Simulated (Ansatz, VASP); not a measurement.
**Mg3I2 in VASP and in Ansatz**

The input INCAR:

```
PREC     = Accurate       # precision mode
ENCUT    = 600            # plane-wave cutoff, eV
EDIFF    = 1E-6           # SCF threshold, eV
ISMEAR   = 0              # smearing method
SIGMA    = 0.1            # smearing width, eV
LREAL    = False          # projectors in reciprocal space
LASPH    = True           # aspherical terms in the spheres
NELM     = 80             # most SCF steps
ALGO     = Normal         # electronic algorithm
ISIF     = 3              # what is computed and relaxed
LWAVE    = False          # write WAVECAR
LCHARG   = False          # write CHGCAR
GGA      = PE             # functional
IBRION   = 2              # ionic algorithm
NSW      = 90             # ionic steps
EDIFFG   = -0.04          # ionic threshold
```

Contents of KPOINTS:

```
Automatic mesh
0
Gamma
  3 3 3
```

File POSCAR:

```
Mg3I2
1.0
    3.5705571732      2.0614621451      6.4989502480
   -3.5705571732      2.0614621451      6.4989502480
    0.0000000000     -4.1229242903      6.4989502480
Mg I
6 4
Direct
    0.0562500000      0.4437500000      0.7500000000
    0.7500000000      0.0562500000      0.4437500000
    0.4437500000      0.7500000000      0.0562500000
    0.9437500000      0.5562500000      0.2500000000
    0.2500000000      0.9437500000      0.5562500000
    0.5562500000      0.2500000000      0.9437500000
    0.8521800000      0.8521800000      0.8521800000
    0.6478200000      0.6478200000      0.6478200000
    0.1478200000      0.1478200000      0.1478200000
    0.3521800000      0.3521800000      0.3521800000
```

Input for Ansatz:

```yaml
crystal:
  lattice:
    - [3.5705571732, 2.0614621451, 6.498950248]
    - [-3.5705571732, 2.0614621451, 6.498950248]
    - [0.0, -4.1229242903, 6.498950248]
  atoms:
    - { symbol: Mg, position: [0.05625, 0.44375, 0.75] }
    - { symbol: Mg, position: [0.75, 0.05625, 0.44375] }
    - { symbol: Mg, position: [0.44375, 0.75, 0.05625] }
    - { symbol: Mg, position: [0.94375, 0.55625, 0.25] }
    - { symbol: Mg, position: [0.25, 0.94375, 0.55625] }
    - { symbol: Mg, position: [0.55625, 0.25, 0.94375] }
    - { symbol: I, position: [0.85218, 0.85218, 0.85218] }
    - { symbol: I, position: [0.64782, 0.64782, 0.64782] }
    - { symbol: I, position: [0.14782, 0.14782, 0.14782] }
    - { symbol: I, position: [0.35218, 0.35218, 0.35218] }
basis:
  ecutwfc: 420
kpoints:
  mp_grid: { grid: [3, 3, 3] }
hamiltonian:
  xc: pbe
scf:
  occupations: { method: gaussian, width: 0.1 }
  lower_state_search: "off"
output:
  forces: true
  stress: true
  eigenvalues: true
relax:
  adjacent_minimum: "off"
  f_tol: 0.04
  max_steps: 70
  cell: { stress_tol: 0.4 }
```

Alike in both runs: task relaxation of cell and atoms; functional PBE; k mesh 3 × 3 × 3; occupations gaussian, width 0.1 eV; no spin polarisation.

|  | VASP | Ansatz |
| --- | --- | --- |
| version | VASP 6.6.1 | Ansatz 0.2.0 |
| potentials or method | VASP PAW PBE potentials, release 64 (Mg, I), cutoff 600 eV | scalar-relativistic, plane waves, PAW |
| valence electrons in the cell | 40 | 128 |

Ansatz gave:

* gap on the k mesh at the Fermi level, each at its own relaxed structure (eV): none
* relaxed volume (Å³/atom): 37.78
* relaxed cell length with the largest relative difference (Å): 8.765

Task: Estimate VASP's values.

Result: gap on the k mesh at the Fermi level, each at its own relaxed structure (eV): none; relaxed volume (Å³/atom): 37.12; relaxed cell length with the largest relative difference (Å): 7.489.

A gap of «none» marks a metal or a gap that the smearing closes. One of these differences is far larger than is usual between the two programs; its cause wasn't traced. VASP's potentials hold 40 valence electrons a cell and Ansatz's 128, so a difference there can come from the potentials and not from the codes.

Spin-orbit coupling is off throughout. Noted on VASP's run: the volume moved by over 15 % at a fixed basis, so the end points are rough.
